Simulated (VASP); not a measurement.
The system is AgCl.

```xyz
4
Lattice="4.5197 0.0000 0.0000 -2.2599 3.9142 0.0000 0.0000 0.0000 5.7225" Properties=species:S:1:pos:R:3 pbc="T T T"
Ag    0.0000    2.6095   -0.3561
Ag    2.2599    1.3047    2.5052
Cl    0.0000    2.6095    2.5020
Cl    2.2599    1.3047    5.3632
```

Base run:

| Item | Value |
| --- | --- |
| Program | VASP 6.6.1 |
| Functional | PBE |
| Potentials or basis | VASP PAW PBE potentials, release 64 (Ag, Cl) |
| Cutoff | 520 eV |
| k mesh | 6 × 6 × 4 |
| Occupations | gaussian, width 0.01 eV |
| Spin | no spin polarisation |

Its results: band gap on the k mesh 1.36 eV, indirect (least direct gap 1.39 eV); pressure 1.1 GPa.

Question: The run is repeated on the same cell with these changes: functional from PBE to r2SCAN. What comes out?

Answer: Band gap on the k mesh 1.77 eV, indirect (least direct gap 1.78 eV); pressure -0.1 GPa.

r2SCAN gives the wider gap, since meta-GGAs in the generalised Kohn-Sham scheme recover part of the derivative discontinuity.

Caveats: the PAW data sets were made with another functional, which shifts forces and pressure a little (some runs).

A k mesh can miss the band edges.
